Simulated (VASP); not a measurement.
# CaO (P6_3/mmc) in VASP: a series of runs, part 2 of 2

VASP 6.6.1.

### 4 Single point, r2SCAN (epitaxial xy strain -0.5%)

File POSCAR:

```
CaO
1.0
    3.9609338102      0.0000000000      0.0000000000
   -1.9804669051      3.4302693023      0.0000000000
    0.0000000000      0.0000000000      4.7823701792
Ca O
2 2
Direct
    0.3333333333      0.6666666667     -0.0625000000
    0.6666666667      0.3333333333      0.4375000000
    0.3333333333      0.6666666667      0.4375000000
    0.6666666667      0.3333333333      0.9375000000
```

File INCAR.step1:

```
SYSTEM = CaO
PREC = Accurate
ENCUT = 520
ISMEAR = 0
SIGMA = 0.01
LREAL = .FALSE.
LASPH = .TRUE.
NELM = 80
NBANDS = 24
GGA = PE
ALGO = Normal
EDIFF = 1E-4
LWAVE = .TRUE.
LCHARG = .FALSE.
```

File INCAR.step2:

```
SYSTEM = CaO
PREC = Accurate
ENCUT = 520
EDIFF = 1E-6
ISMEAR = 0
SIGMA = 0.01
LREAL = .FALSE.
LASPH = .TRUE.
NELM = 80
ALGO = Normal
ISIF = 2
LWAVE = .FALSE.
LCHARG = .TRUE.
METAGGA = R2SCAN
LMIXTAU = .TRUE.
LELF = .TRUE.
LVHAR = .TRUE.
NBANDS = 24
ISTART = 1
```

File KPOINTS:

```
regular mesh
0
G
  12 12 6
  0 0 0
```

Started as:

```
$ cat potpaw_PBE.64/Ca_sv/POTCAR potpaw_PBE.64/O/POTCAR > POTCAR
$ cp INCAR.step1 INCAR
$ mpirun -np 1 vasp_std > vasp.out
$ cp INCAR.step2 INCAR
$ mpirun -np 1 vasp_std > vasp.out
```

Wall time 9.1 min (1 thread of Oxide Virtual Turin-like, shared host); peak memory 0.21 GiB.

It converged, with:

```yaml
Free_energy: -38.4808 eV
Pressure: 1.7 GPa
Band_gap_on_the_k_mesh: 3.66 eV
```

Stress tensor (GPa, compression positive):
```
2.07 0.00 0.00
0.00 2.07 0.00
0.00 0.00 0.87
```

Levels at points of the mesh, in eV from the valence-band top:
```tsv
k point	band 13	band 14	band 15	band 16	band 17	band 18	band 19	band 20
(0.00, 0.00, 0.00)	-1.17	-1.17	-1.09	0.00	3.66	6.87	6.87	8.45
(0.50, 0.00, 0.00)	-0.84	-0.83	-0.60	-0.37	5.17	5.81	5.91	8.36
(0.00, 0.00, 0.50)	-1.30	-1.30	-1.30	-1.30	5.50	5.50	8.54	8.54
(0.50, 0.00, 0.50)	-1.06	-1.06	-0.73	-0.73	5.86	5.86	8.04	8.04
```

Caveat: the cell differs from its parent crystal (epitaxial xy strain -0.5%); the structure was generated, so it needn't be the stable form of CaO; the PAW data sets were made with another functional, which shifts forces and pressure a little. A k mesh can miss the band edges.

### 5 Single point, r2SCAN (epitaxial xy strain +0.5%)

File POSCAR:

```
CaO
1.0
    4.0007421902      0.0000000000      0.0000000000
   -2.0003710951      3.4647443707      0.0000000000
    0.0000000000      0.0000000000      4.7585179589
Ca O
2 2
Direct
    0.3333333333      0.6666666667     -0.0625000000
    0.6666666667      0.3333333333      0.4375000000
    0.3333333333      0.6666666667      0.4375000000
    0.6666666667      0.3333333333      0.9375000000
```

INCAR.step1 is that of step 4.

Edit INCAR.step2 of step 4 so:

```diff
@@ -12,7 +12,5 @@
 LWAVE = .FALSE.
-LCHARG = .TRUE.
+LCHARG = .FALSE.
 METAGGA = R2SCAN
 LMIXTAU = .TRUE.
-LELF = .TRUE.
-LVHAR = .TRUE.
 NBANDS = 24
```

KPOINTS is that of step 4.

Started as:

```
$ cat potpaw_PBE.64/Ca_sv/POTCAR potpaw_PBE.64/O/POTCAR > POTCAR
$ cp INCAR.step1 INCAR
$ mpirun -np 1 vasp_std > vasp.out
$ cp INCAR.step2 INCAR
$ mpirun -np 1 vasp_std > vasp.out
```

It took 10 min on 1 thread of Oxide Virtual Turin-like, shared host; peak memory 0.21 GiB.

It converged, with:

| Property | Result |
| --- | --- |
| Free energy | -38.4881 eV |
| Pressure | 0.3 GPa |
| Band gap on the k mesh | 3.56 eV |

Stress tensor (GPa, compression positive):
```
0.01 0.00 0.00
0.00 0.01 0.00
0.00 0.00 0.96
```

Levels at points of the mesh, in eV from the valence-band top:
```csv
k point,band 12,band 13,band 14,band 15,band 16,band 17,band 18,band 19,band 20,band 21
"(0.00, 0.00, 0.00)",-1.20,-1.16,-1.16,-1.07,0.00,3.56,6.77,6.77,8.37,8.50
"(0.50, 0.00, 0.00)",-1.06,-0.87,-0.81,-0.57,-0.39,5.09,5.78,5.85,8.30,8.34
"(0.00, 0.00, 0.50)",-1.59,-1.30,-1.30,-1.30,-1.30,5.39,5.39,8.46,8.46,8.46
"(0.50, 0.00, 0.50)",-2.07,-1.07,-1.07,-0.77,-0.77,5.81,5.81,7.99,7.99,8.65
```

Caveat: the cell differs from its parent crystal (epitaxial xy strain +0.5%); the structure was generated, so it needn't be the stable form of CaO; the PAW data sets were made with another functional, which shifts forces and pressure a little.

### 6 Single point, r2SCAN (strain +3.0%)

File POSCAR:

```
CaO
1.0
    4.1002631402      0.0000000000      0.0000000000
   -2.0501315701      3.5509320416      0.0000000000
    0.0000000000      0.0000000000      4.9135573911
Ca O
2 2
Direct
    0.3333333333      0.6666666667     -0.0625000000
    0.6666666667      0.3333333333      0.4375000000
    0.3333333333      0.6666666667      0.4375000000
    0.6666666667      0.3333333333      0.9375000000
```

File INCAR.step1:

```
PREC     = Accurate       # precision mode
ENCUT    = 520            # plane-wave cutoff, eV
ISMEAR   = 0              # smearing method
SIGMA    = 0.01           # smearing width, eV
LREAL    = F              # projectors in reciprocal space
LASPH    = T              # aspherical terms in the spheres
NELM     = 80             # most SCF steps
NBANDS   = 24             # bands
GGA      = PE             # functional
ALGO     = Normal         # electronic algorithm
EDIFF    = 1E-4           # SCF threshold, eV
LWAVE    = T              # write WAVECAR
LCHARG   = F              # write CHGCAR
```

File INCAR.step2:

```
PREC     = Accurate       # precision mode
ENCUT    = 520            # plane-wave cutoff, eV
EDIFF    = 1E-7           # SCF threshold, eV
ISMEAR   = 0              # smearing method
SIGMA    = 0.01           # smearing width, eV
LREAL    = F              # projectors in reciprocal space
LASPH    = T              # aspherical terms in the spheres
NELM     = 80             # most SCF steps
ALGO     = Normal         # electronic algorithm
ISIF     = 2              # what is computed and relaxed
LWAVE    = F              # write WAVECAR
LCHARG   = F              # write CHGCAR
METAGGA  = R2SCAN         # meta-GGA
LMIXTAU  = T            
NBANDS   = 24             # bands
ISTART   = 1
```

File KPOINTS:

```
regular mesh
0
Gamma
  12 12 6
```

Potentials or basis: VASP PAW PBE potentials, release 64 (Ca_sv, O).

Started as:

```
$ cat potpaw_PBE.64/Ca_sv/POTCAR potpaw_PBE.64/O/POTCAR > POTCAR
$ cp INCAR.step1 INCAR
$ mpirun -np 1 vasp_std > vasp.out
$ cp INCAR.step2 INCAR
$ mpirun -np 1 vasp_std > vasp.out
```

OUTCAR:

```text
PREC = Accurate
   ENCUT = 520
   EDIFF = 1E-7
   ISMEAR = 0
   LREAL = F
   LASPH = T
   NELM = 80
   ISIF = 2
   METAGGA = R2SCAN
   ISTART = 1

 ion  position               nearest neighbor table
   1  0.333  0.667  0.938-   4 2.37   4 2.37   4 2.37   3 2.46   3 2.46
   2  0.667  0.333  0.438-   3 2.37   3 2.37   3 2.37   4 2.46   4 2.46
   3  0.333  0.667  0.438-   2 2.37   2 2.37   2 2.37   1 2.46   1 2.46
   4  0.667  0.333  0.938-   1 2.37   1 2.37   1 2.37   2 2.46   2 2.46

[... 850 lines left out ...]
  Direction    XX          YY          ZZ          XY          YZ          ZX
  --------------------------------------------------------------------------------------
  -------------------------------------------------------------------------------------
  Total       -2.6641041     -2.6641041     -3.0697932     -0.0000000      0.0000000      0.0000000
  in kB      -59.6639021    -59.6639021    -68.7495047     -0.0000000      0.0000000      0.0000000
  external PRESSURE =     -62.6924363 kB  Pullay stress =       0.0000000 kB

 VOLUME and BASIS-vectors are now :
 -----------------------------------------------------------------------------
  energy-cutoff  :      520.00
  volume of cell :       71.54
      direct lattice vectors                 reciprocal lattice vectors
     4.100263140  0.000000000  0.000000000     0.243886786  0.140808102  0.000000000
    -2.050131570  3.550932042  0.000000000     0.000000000  0.281616203  0.000000000
     0.000000000  0.000000000  4.913557391     0.000000000  0.000000000  0.203518535

 POSITION                                       TOTAL-FORCE (eV/Angst)
 -----------------------------------------------------------------------------------
     -0.00000      2.36729      4.60646         0.000000      0.000000      0.000000
      2.05013      1.18364      2.14968         0.000000     -0.000000     -0.000000
     -0.00000      2.36729      2.14968        -0.000000     -0.000000      0.000000
      2.05013      1.18364      4.60646         0.000000      0.000000     -0.000000
 -----------------------------------------------------------------------------------
    total drift:                               -0.000000      0.000000      0.000000

  FREE ENERGIE OF THE ION-ELECTRON SYSTEM (eV)
  ---------------------------------------------------
  free  energy   TOTEN  =       -38.3814922744 eV

  energy  without entropy=      -38.3814922744  energy(sigma->0) =      -38.38149227
```

OSZICAR.step1:

```text
N       E                     dE             d eps       ncg     rms          rms(c)
DAV:   1     0.321762657219E+03    0.32176E+03   -0.16373E+04  3648   0.131E+03
DAV:   2    -0.244351291561E+01   -0.32421E+03   -0.30648E+03  4240   0.384E+02
DAV:   3    -0.290991722663E+02   -0.26656E+02   -0.26470E+02  5968   0.104E+02
DAV:   4    -0.300016356773E+02   -0.90246E+00   -0.90096E+00  5256   0.175E+01
DAV:   5    -0.300274856593E+02   -0.25850E-01   -0.25849E-01  5288   0.212E+00    0.131E+01
DAV:   6    -0.254526681820E+02    0.45748E+01   -0.23287E+01  5344   0.297E+01    0.579E+00
DAV:   7    -0.253330224725E+02    0.11965E+00   -0.26021E+00  4728   0.103E+01    0.283E+00
DAV:   8    -0.252881025994E+02    0.44920E-01   -0.32746E-01  4704   0.437E+00    0.822E-01
DAV:   9    -0.252817474745E+02    0.63551E-02   -0.78601E-02  4984   0.158E+00    0.234E-01
DAV:  10    -0.252862962705E+02   -0.45488E-02   -0.10110E-02  4176   0.621E-01    0.132E-01
DAV:  11    -0.252863149938E+02   -0.18723E-04   -0.59705E-03  4456   0.382E-01    0.111E-01
DAV:  12    -0.252861067083E+02    0.20829E-03   -0.11684E-03  3808   0.223E-01    0.979E-03
DAV:  13    -0.252861094515E+02   -0.27432E-05   -0.40027E-05  2864   0.501E-02
   1 F= -.25286109E+02 E0= -.25286109E+02  d E =-.305114E-15
```

Wall time 14 min (1 thread of Oxide Virtual Turin-like, shared host); peak memory 0.23 GiB.

What came out:

```
Free energy            : -38.3815 eV
Pressure               : -6.3 GPa
Band gap on the k mesh : 3.30 eV
```

Stress tensor (GPa, compression positive):
```
-5.97  0.00  0.00
 0.00 -5.97  0.00
 0.00  0.00 -6.87
```

Caveat: the cell differs from its parent crystal (strain +3.0%); the cell stands under tension; the structure was generated, so it needn't be the stable form of CaO; the PAW data sets were made with another functional, which shifts forces and pressure a little. A k mesh can miss the band edges.

### 7 Summary

| level | cell | smearing | gap on the mesh (eV) | pressure (GPa) |
| --- | --- | --- | --- | --- |
| PBE | a = 4.001, b = 4.001, c = 4.759 Å, angles 90.0, 90.0, 120.0°, 4 atoms | fermi-dirac 0.02 eV | 3.14 | 1.6 |
| PBE | a = 4.100, b = 4.100, c = 4.914 Å, angles 90.0, 90.0, 120.0°, 4 atoms | fermi-dirac 0.02 eV | 2.88 | -4.8 |
| r2SCAN | a = 3.961, b = 3.961, c = 4.782 Å, angles 90.0, 90.0, 120.0°, 4 atoms | gaussian 0.01 eV | 3.66 | 1.7 |
| r2SCAN | a = 4.001, b = 4.001, c = 4.759 Å, angles 90.0, 90.0, 120.0°, 4 atoms | gaussian 0.01 eV | 3.56 | 0.3 |
| r2SCAN | a = 4.100, b = 4.100, c = 4.914 Å, angles 90.0, 90.0, 120.0°, 4 atoms | gaussian 0.01 eV | 3.30 | -6.3 |

Alike in all rows: task single point; potentials or basis VASP PAW PBE potentials, release 64 (Ca_sv, O); no spin polarisation; k mesh 12 × 12 × 6; cutoff (eV) 520.

Caveats: the structure was generated, so it needn't be the stable form of CaO; the PAW data sets were made with another functional, which shifts forces and pressure a little (at least some runs); the cell stands under tension (at least some runs).

Total energies depend on the potentials used, so only differences within one code and one set of settings carry meaning.
